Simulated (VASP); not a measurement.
# LiTa3 (P6_3/mmc) in VASP: notebook

LiTa3 is run at these levels: PBE; tasks: single point, relaxation of cell and atoms.

Everything below comes from runs of VASP 6.6.1. Logs are shortened: lines on timing, memory, paths and dates and some standing lists are left out, and cuts for length are marked.

**1. The cell of the first run**

Symmetry: P6_3/mmc, No. 194, hexagonal system. Conventional cell: a = 5.661 Å, b = 5.661 Å, c = 4.544 Å, α = 90.00°, β = 90.00°, γ = 120.00°. Within 3.7 Å of Li (site symmetry -6m2) lie 12 Ta at 2.80 to 2.83 Å. Ta (site symmetry mm2) has 4 Li at 2.80 to 2.83 Å and 8 Ta at 2.80 to 2.84 Å within 3.7 Å.

**2. Single point, PBE**

The input, INCAR:

```
PREC = Accurate
ENCUT = 520
EDIFF = 1E-7
ISMEAR = 0
SIGMA = 0.1
LREAL = F
LASPH = T
NELM = 100
ALGO = Fast
ISIF = 2
LWAVE = F
LCHARG = T
GGA = PE
LELF = T
LVHAR = T
NBANDS = 46
```

The input, KPOINTS:

```
regular mesh
0
Gamma
  6 6 4
```

The input, POSCAR:

```
LiTa3
1.0
    5.6607432945      0.0000000000      0.0000000000
   -2.8303716473      4.9023474974      0.0000000000
    0.0000000000      0.0000000000      4.5436199030
Li Ta
2 6
Direct
    0.3333333333      0.6666666667      0.2500000000
    0.6666666667      0.3333333333      0.7500000000
    0.8330000000      0.6660000000      0.2500000000
    0.1670000000      0.8330000000      0.7500000000
    0.3340000000      0.1670000000      0.2500000000
    0.1670000000      0.3340000000      0.7500000000
    0.8330000000      0.1670000000      0.2500000000
    0.6660000000      0.8330000000      0.7500000000
```

Potentials or basis: VASP PAW PBE potentials, release 64 (Li_sv, Ta_pv).

Started as:

```console
$ cat potpaw_PBE.64/Li_sv/POTCAR potpaw_PBE.64/Ta_pv/POTCAR > POTCAR
$ mpirun -np 1 vasp_std > vasp.out
```

OUTCAR:

```text
PREC = Accurate
   ENCUT = 520
   EDIFF = 1E-7
   ISMEAR = 0
   LREAL = F
   LASPH = T
   NELM = 100
   ISIF = 2
   GGA = PE

 ion  position               nearest neighbor table
   1  0.333  0.667  0.250-   4 2.80   4 2.80   8 2.80   8 2.80   6 2.80   6 2.80   3 2.83   5 2.83
                             7 2.83   7 2.83   3 2.83   5 2.83
   2  0.667  0.333  0.750-   7 2.80   7 2.80   5 2.80   5 2.80   3 2.80   3 2.80   6 2.83   8 2.83
                             4 2.83   4 2.83   6 2.83   8 2.83
   3  0.833  0.666  0.250-   2 2.80   2 2.80   4 2.80   4 2.80   8 2.80   8 2.80   5 2.82   7 2.82
                             1 2.83   1 2.83   5 2.84   7 2.84
   4  0.167  0.833  0.750-   1 2.80   1 2.80   3 2.80   3 2.80   5 2.80   5 2.80   8 2.82   6 2.82
                             2 2.83   2 2.83   8 2.84   6 2.84
   5  0.334  0.167  0.250-   2 2.80   2 2.80   6 2.80   6 2.80   4 2.80   4 2.80   7 2.82   3 2.82
                             1 2.83   1 2.83   7 2.84   3 2.84
   6  0.167  0.334  0.750-   1 2.80   1 2.80   7 2.80   7 2.80   5 2.80   5 2.80   8 2.82   4 2.82
                             2 2.83   2 2.83   8 2.84   4 2.84
   7  0.833  0.167  0.250-   2 2.80   2 2.80   6 2.80   6 2.80   8 2.80   8 2.80   5 2.82   3 2.82
                             1 2.83   1 2.83   5 2.84   3 2.84
   8  0.666  0.833  0.750-   1 2.80   1 2.80   3 2.80   3 2.80   7 2.80   7 2.80   4 2.82   6 2.82
                             2 2.83   2 2.83   4 2.84   6 2.84

  LATTYP: Found a hexagonal cell.
 ALAT       =     5.6607432945
 C/A-ratio  =     0.8026542923

  Lattice vectors:

 A1 = (   5.6607432945,   0.0000000000,   0.0000000000)
 A2 = (  -2.8303716473,   4.9023474974,   0.0000000000)
 A3 = (   0.0000000000,   0.0000000000,   4.5436199030)

Analysis of symmetry for initial positions (statically):
=====================================================================
 Subroutine PRICEL returns:
 Original cell was already a primitive cell.

 Routine SETGRP: Setting up the symmetry group for a
 hexagonal supercell.

 Subroutine GETGRP returns: Found 24 space group operations
 (whereof 12 operations were pure point group operations)
 out of a pool of 24 trial point group operations.

The static configuration has the point symmetry D_3d.
 The point group associated with its full space group is D_6h.

Analysis of symmetry for dynamics (positions and initial velocities):
=====================================================================
 Subroutine PRICEL returns:
 Original cell was already a primitive cell.

 Routine SETGRP: Setting up the symmetry group for a
 hexagonal supercell.

 Subroutine GETGRP returns: Found 24 space group operations
 (whereof 12 operations were pure point group operations)
 out of a pool of 24 trial point group operations.

The dynamic configuration has the point symmetry D_3d.
 The point group associated with its full space group is D_6h.

 Subroutine INISYM returns: Found 24 space group operations
 (whereof 12 operations are pure point group operations),
 and found     1 'primitive' translations

----------------------------------------------------------------------------------------

                                     Primitive cell

  volume of cell :     126.0897

  direct lattice vectors                    reciprocal lattice vectors
     5.660743294  0.000000000  0.000000000     0.176655246  0.101991954  0.000000000
    -2.830371647  4.902347497  0.000000000     0.000000000  0.203983908  0.000000000
     0.000000000  0.000000000  4.543619903     0.000000000  0.000000000  0.220088833

  length of vectors
     5.660743294  5.660743295  4.543619903     0.203983908  0.203983908  0.220088833

  position of ions in fractional coordinates (direct lattice)
     0.333333333  0.666666667  0.250000000
     0.666666667  0.333333333  0.750000000
     0.833000000  0.666000000  0.250000000
     0.167000000  0.833000000  0.750000000
     0.334000000  0.167000000  0.250000000
     0.167000000  0.334000000  0.750000000
     0.833000000  0.167000000  0.250000000
     0.666000000  0.833000000  0.750000000

  ion indices of the primitive-cell ions
   primitive index   ion index
                 1           1
                 2           2
                 3           3
                 4           4
                 5           5
                 6           6
                 7           7
                 8           8

----------------------------------------------------------------------------------------

 KPOINTS: regular mesh

Automatic generation of k-mesh.
 Grid dimensions read from file:
 generate k-points for:    6    6    4

 Generating k-lattice:

  Cartesian coordinates                     Fractional coordinates (reciprocal lattice)
     0.029442541  0.016998659  0.000000000     0.166666667 -0.000000000  0.000000000
     0.000000000  0.033997318  0.000000000     0.000000000  0.166666667  0.000000000
     0.000000000  0.000000000  0.055022208     0.000000000  0.000000000  0.250000000

  Length of vectors
     0.033997318  0.033997318  0.055022208

  Shift w.r.t. Gamma in fractional coordinates (k-lattice)
     0.000000000  0.000000000  0.000000000

 Subroutine IBZKPT returns following result:
 ===========================================

 Found     21 irreducible k-points:

 Following reciprocal coordinates:
            Coordinates               Weight
  0.000000  0.000000  0.000000      1.000000
  0.166667 -0.000000  0.000000      6.000000
  0.333333 -0.000000  0.000000      6.000000
  0.500000 -0.000000  0.000000      3.000000
  0.166667  0.166667  0.000000      6.000000
  0.333333  0.166667  0.000000     12.000000
[... 13 lines left out ...]
  0.333333  0.166667  0.500000     12.000000
  0.333333  0.333333  0.500000      2.000000
   k-points           NKPTS =     21   k-points in BZ     NKDIM =     21   number of bands    NBANDS=     46
   number of dos      NEDOS =    301   number of ions     NIONS =      8
   total plane-waves  NPLWV =  63504
   dimension x,y,z NGX =    42 NGY =   42 NGZ =   36
   dimension x,y,z NGXF=    84 NGYF=   84 NGZF=   72
   ions per type =               2   6
   NGX,Y,Z   is equivalent  to a cutoff of  12.33, 12.33, 13.17 a.u.
   NGXF,Y,Z  is equivalent  to a cutoff of  24.67, 24.67, 26.34 a.u.
 SYSTEM =  unknown system
   PREC   = accura    normal or accurate (medium, high low for compatibility)
   ISTART =      0    job   : 0-new  1-cont  2-samecut
   ICHARG =      2    charge: 1-file 2-atom 10-const
   ISPIN  =      1    spin polarized calculation?
   LNONCOLLINEAR =      F non collinear calculations
   LSORBIT =      F    spin-orbit coupling
   LASPH  =      T    aspherical Exc in radial PAW
   ENCUT  =  520.0 eV  38.22 Ry    6.18 a.u.  10.53 10.53  8.45*2*pi/ulx,y,z
   NELM   =    100;   NELMIN=  2; NELMDL= -5     # of ELM steps
   EDIFF  = 0.1E-06   stopping-criterion for ELM
   LREAL  =      F    real-space projection
   EDIFFG = 0.1E-05   stopping-criterion for IOM
   NSW    =      0    number of steps for IOM
   IBRION =     -1    ionic relax: 0-MD 1-quasi-New 2-CG
   NFREE  =      0    steps in history (QN), initial steepest desc. (CG)
   ISIF   =      2    stress and relaxation
   ISYM   =      2    0-nonsym 1-usesym 2-fastsym
   POTIM  = 0.5000    time-step for ionic-motion
   TEBEG  =    0.0;   TEEND  =   0.0 temperature during run
   PSTRESS=    0.0 pullay stress
   NELECT =      72.0000    total number of electrons
   NUPDOWN=      -1.0000    fix difference up-down
   EMIN   =  10.00;   EMAX   =-10.00  energy-range for DOS
   EFERMI =   0.00;   METHOD = LEGACY
   ISMEAR =     0;   SIGMA  =   0.10  broadening in eV -4-tet -1-fermi 0-gaus
   EFERMI_NEDOS =   21; number of points for ismear=-14 and -15
   IALGO  =     68    algorithm
   IMIX   =      4    mixing-type and parameters
     AMIX     =   0.40;   BMIX     =  1.00
     AMIX_MAG =   1.60;   BMIX_MAG =  1.00
  volume/ion in A,a.u.               =      15.76       106.36
  Fermi-wavevector in a.u.,A,eV,Ry     =   1.358186  2.566599 25.098237  1.844668
  Thomas-Fermi vector in A             =   2.485040
   LORBIT       =      0    0 simple, 1 ext, 2 COOP (PROOUT), +10 PAW based schemes
   GGA     = PE    functional components
   LHFCALC =     F    Hartree Fock is set to
   AEXX    =    0.0000 exact exchange contribution
   IVDW    =     0    specifies the selected vdW correction
   LEPSILON=     F    determine dielectric tensor
   LRPA    =     F    only Hartree local field effects (RPA)
 non-spin polarized calculation
 RMM-DIIS sequential band-by-band and
 Gauss-broadening in eV      SIGMA  =   0.10
  energy-cutoff  :      520.00
  volume of cell :      126.09
 maximum number of plane-waves:      3428
   NGX = 21   NGY = 21   NGZ = 17

 number of electron      72.0000027 magnetization

 Free energy of the ion-electron system (eV)
  ---------------------------------------------------
  ext. energy  EPLUGINS =         0.00000000
  ---------------------------------------------------
  free energy    TOTEN  =       -71.26659473 eV

  energy without entropy =      -71.21064523  energy(sigma->0) =      -71.23861998

 E-fermi :   5.5483     XC(G=0): -12.1108

 val. band max:        5.5280466665   @ k =   0.3333  -0.0000   0.2500
 cond. band min:       5.5699639398   @ k =   0.0000   0.0000   0.2500
 fundamental gap:      0.0419172733
 Fermi energy:         5.5483291872

 k-point     1 :       0.0000    0.0000    0.0000
  band No.  band energies     occupation
      1     -38.9689      2.00000
      2     -38.9681      2.00000
      3     -29.2400      2.00000
      4     -29.1215      2.00000
      5     -28.9300      2.00000
      6     -28.7629      2.00000
[... 38 lines left out ...]
     45       8.9382      0.00000
     46       9.3647      0.00000

 k-point     2 :       0.1667   -0.0000    0.0000
  band No.  band energies     occupation
      1     -38.9690      2.00000
      2     -38.9683      2.00000
      3     -29.1804      2.00000
      4     -29.1064      2.00000
      5     -28.8819      2.00000
      6     -28.7586      2.00000
[... 923 lines left out ...]
 k-point    21 :       0.3333    0.3333    0.5000
  band No.  band energies     occupation
      1     -38.9692      2.00000
      2     -38.9692      2.00000
      3     -28.9076      2.00000
      4     -28.9076      2.00000
      5     -28.8640      2.00000
      6     -28.8640      2.00000
[... 38 lines left out ...]
     45       7.8646      0.00000
     46       7.8646      0.00000

------------------------ aborting loop because EDIFF is reached ----------------------------------------

  FORCE on cell =-STRESS in cart. coord.  units (eV):
  Direction    XX          YY          ZZ          XY          YZ          ZX
  --------------------------------------------------------------------------------------
  -------------------------------------------------------------------------------------
  Total       11.4442761     11.4442761     14.7094123     -0.0000000      0.0000000      0.0000000
  in kB      145.4184002    145.4184002    186.9073397     -0.0000000      0.0000000      0.0000000
  external PRESSURE =     159.2480467 kB  Pullay stress =       0.0000000 kB

 VOLUME and BASIS-vectors are now :
 -----------------------------------------------------------------------------
  energy-cutoff  :      520.00
  volume of cell :      126.09
      direct lattice vectors                 reciprocal lattice vectors
     5.660743294  0.000000000  0.000000000     0.176655246  0.101991954  0.000000000
    -2.830371647  4.902347497  0.000000000     0.000000000  0.203983908  0.000000000
     0.000000000  0.000000000  4.543619903     0.000000000  0.000000000  0.220088833

 POSITION                                       TOTAL-FORCE (eV/Angst)
 -----------------------------------------------------------------------------------
     -0.00000      3.26823      1.13590         0.000000      0.000000     -0.000000
      2.83037      1.63412      3.40771         0.000000      0.000000     -0.000000
      2.83037      3.26496      1.13590         0.000000     -0.462467      0.000000
     -1.41236      4.08366      3.40771         0.400508     -0.231234     -0.000000
      1.41802      0.81869      1.13590         0.400508      0.231234     -0.000000
     -0.00000      1.63738      3.40771        -0.000000      0.462467     -0.000000
      4.24273      0.81869      1.13590        -0.400508      0.231234      0.000000
      1.41236      4.08366      3.40771        -0.400508     -0.231234      0.000000
 -----------------------------------------------------------------------------------
    total drift:                               -0.000000      0.000000     -0.000000

  FREE ENERGIE OF THE ION-ELECTRON SYSTEM (eV)
  ---------------------------------------------------
  free  energy   TOTEN  =       -71.2665947322 eV

  energy  without entropy=      -71.2106452346  energy(sigma->0) =      -71.23861998
```

It took 6.8 min on 1 thread of Intel Xeon Platinum 8175M at 2.50GHz (Skylake/Cascade Lake), shared host; peak memory 0.29 GiB.

What came out:

| Property | Result |
| --- | --- |
| Free energy | -71.2666 eV |
| Largest force | 0.462 eV/Å |
| Band gap on the k mesh | zero (bands 36 and 37 overlap by 0.86 eV) |

Forces in eV/Å, atoms in the order of the input:
```
Li   0.000  0.000  0.000
Li   0.000  0.000  0.000
Ta   0.000 -0.462  0.000
Ta   0.401 -0.231  0.000
Ta   0.401  0.231  0.000
Ta   0.000  0.462  0.000
Ta  -0.401  0.231  0.000
Ta  -0.401 -0.231  0.000
```

Levels at points of the mesh, in eV from the Fermi level:
| k point | band 34 | band 35 | band 36 | band 37 | band 38 | band 39 |
| --- | --- | --- | --- | --- | --- | --- |
| (0.00, 0.00, 0.00) | -0.23 | 0.03 | 0.20 | 0.24 | 0.24 | 0.94 |
| (0.50, 0.00, 0.00) | -1.24 | -0.95 | 0.15 | 0.22 | 0.49 | 0.54 |
| (0.00, 0.00, 0.50) | -1.55 | 0.32 | 0.32 | 1.45 | 1.45 | 1.45 |
| (0.50, 0.00, 0.50) | -0.98 | -0.59 | -0.59 | -0.16 | -0.16 | 0.09 |

Caveat: the cutoff is under 1.25 times the usual one of these potentials, so pressure, stress and relaxed cells hold a basis-set (Pulay) error; spin-orbit coupling is left out, which moves the levels of the heavy elements.

(Part 1 of 3 ends here.)

The gap in the log of VASP goes by the Fermi energy; the results here count the filled bands.